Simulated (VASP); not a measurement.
# TePtSe3: relaxation of cell and atoms with PBE

Crystal: TePtSe3.

```
Te Pt Se
1.0
     3.01761    1.74222    3.88486
    -3.01761    1.74222    3.88486
     0.00000   -3.48443    3.88486
Te Pt Se
1 1 3
Direct
  0.50000 0.50000 0.50000
  0.00000 0.00000 0.00000
  0.00000 0.00000 0.50000
  0.50000 0.00000 0.00000
  0.00000 0.50000 0.00000
```

The cell was built from a structure type or drawn by symmetry, and may not be a known phase.

```
Program                : VASP 6.6.1
Task                   : relaxation of cell and atoms
Functional             : PBE
Potentials or basis    : VASP PAW PBE potentials, release 64 (Te, Pt, Se)
Cutoff                 : 600 eV
k mesh                 : 6 × 6 × 6
Occupations            : gaussian, width 0.1 eV
Spin                   : no spin polarisation
Dipole correction      : no
Further INCAR settings : ALGO = Normal; EDIFF = 1e-06; IBRION = 2; EDIFFG = -0.04; NSW = 90; ISIF = 3
```

- Relaxed volume: 24.69 Å³/atom
- Relaxed cell: a = 5.200 Å, b = 5.200 Å, c = 5.200 Å, α = 71.90°, β = 71.90°, γ = 71.90°
- Space group after relaxing (to 0.1 Å): R-3m (No. 166)
- Energy gained by relaxing: 2.9 meV/atom
- Ionic steps: 5
- Pressure after relaxing: 0.0 GPa
- Band gap on the k mesh: zero (bands 17 and 18 overlap by 1.23 eV)

Step by step:
| step | energy change (eV) | largest force (eV/Å) | pressure (GPa) | volume (Å³) |
| --- | --- | --- | --- | --- |
| 1 | 0.0000 | 0.0000 | 0.76 | 122.54 |
| 2 | -0.0097 | 0.0000 | -0.55 | 124.61 |
| 3 | -0.0098 | 0.0000 | -0.44 | 124.43 |
| 4 | -0.0140 | 0.0000 | -0.15 | 123.81 |
| 5 | -0.0147 | 0.0000 | 0.03 | 123.44 |

Final structure:
```cif
data_structure
_symmetry_space_group_name_H-M 'P 1'
_symmetry_Int_Tables_number 1
_cell_length_a 5.2004
_cell_length_b 5.2004
_cell_length_c 5.2004
_cell_angle_alpha 71.899
_cell_angle_beta 71.899
_cell_angle_gamma 71.899
_cell_volume 123.44
loop_
_atom_site_label
_atom_site_type_symbol
_atom_site_fract_x
_atom_site_fract_y
_atom_site_fract_z
_atom_site_occupancy
Te1 Te 0.50000 0.50000 0.50000 1
Pt1 Pt 0.00000 0.00000 0.00000 1
Se1 Se 0.00000 0.00000 0.50000 1
Se2 Se 0.50000 0.00000 0.00000 1
Se3 Se 0.00000 0.50000 0.00000 1
```

Levels at points of the mesh, in eV from the Fermi level:
```csv
k point,band 14,band 15,band 16,band 17,band 18,band 19,band 20,band 21
"(0.00, 0.00, 0.00)",-2.02,-2.02,-0.68,0.16,0.31,0.55,0.55,3.48
"(0.50, 0.00, 0.00)",-1.70,-1.69,-1.57,-0.83,-0.68,-0.44,0.96,2.58
"(0.50, 0.50, 0.00)",-1.17,-1.14,-0.90,-0.57,-0.04,0.71,2.47,3.48
"(0.50, 0.50, 0.50)",0.03,0.38,0.53,0.53,3.08,3.08,3.88,3.88
```

Run time: 3.3 min on 1 thread of Intel(R) Xeon(R) 6975P-C (Granite Rapids) (shared host), peak memory 0.34 GiB.

Caveat: spin-orbit coupling is left out, which moves the levels of the heavy elements.
